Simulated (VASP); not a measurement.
Here is a VASP 6.6.1 calculation.

The input POSCAR:

```
AlGa3N4
1.0
    4.5769780635      0.0000000000      0.0000000000
    0.0000000000      4.5769780635      0.0000000000
    0.0000000000      0.0000000000      4.3537108409
Al Ga N
1 3 4
Direct
    0.0000000000      0.0000000000      0.0000000000
    0.5000000000      0.5000000000      0.0000000000
    0.5000000000      0.0000000000      0.5000000000
    0.0000000000      0.5000000000      0.5000000000
    0.7553510553      0.7553510553      0.2446489447
    0.7553510553      0.2446489447      0.7553510553
    0.2446489447      0.7553510553      0.7553510553
    0.2446489447      0.2446489447      0.2446489447
```

INCAR.step1

```
PREC = Accurate
ENCUT = 520
ISMEAR = 0
SIGMA = 0.05
LREAL = F
LASPH = T
NELM = 80
NBANDS = 41
GGA = PE
ALGO = Normal
EDIFF = 1E-4
LWAVE = T
LCHARG = F
```

INCAR.step2

```
PREC = Accurate
ENCUT = 520
EDIFF = 1E-6
ISMEAR = 0
SIGMA = 0.05
LREAL = F
LASPH = T
NELM = 80
ALGO = Normal
ISIF = 2
LWAVE = F
LCHARG = F
METAGGA = R2SCAN
LMIXTAU = T
NBANDS = 41
ISTART = 1
```

The input KPOINTS:

```
Automatic mesh
0
Gamma
  6 6 6
```

Potentials or basis: VASP PAW PBE potentials, release 64 (Al, Ga_d, N).

The run is started by

```sh
$ cat potpaw_PBE.64/Al/POTCAR potpaw_PBE.64/Ga_d/POTCAR potpaw_PBE.64/N/POTCAR > POTCAR
$ cp INCAR.step1 INCAR
$ mpirun -np 1 vasp_std > vasp.out
$ cp INCAR.step2 INCAR
$ mpirun -np 1 vasp_std > vasp.out
```

Task: What does it give for the pressure?

Result: -4.0 GPa.

Task: What does it give for the largest force?

Result: 0.087 eV/Å.

Forces in eV/Å, atoms in the order of the input:
```
Al   0.000  0.000  0.000
Ga   0.000  0.000  0.000
Ga   0.000  0.000  0.000
Ga   0.000  0.000  0.000
N    0.024  0.024 -0.081
N    0.024 -0.024  0.081
N   -0.024  0.024  0.081
N   -0.024 -0.024 -0.081
```

Caveat: the cell differs from its parent crystal (strain +0.025 along x and y, -0.025 along z); the PAW data sets were made with another functional, which shifts forces and pressure a little.
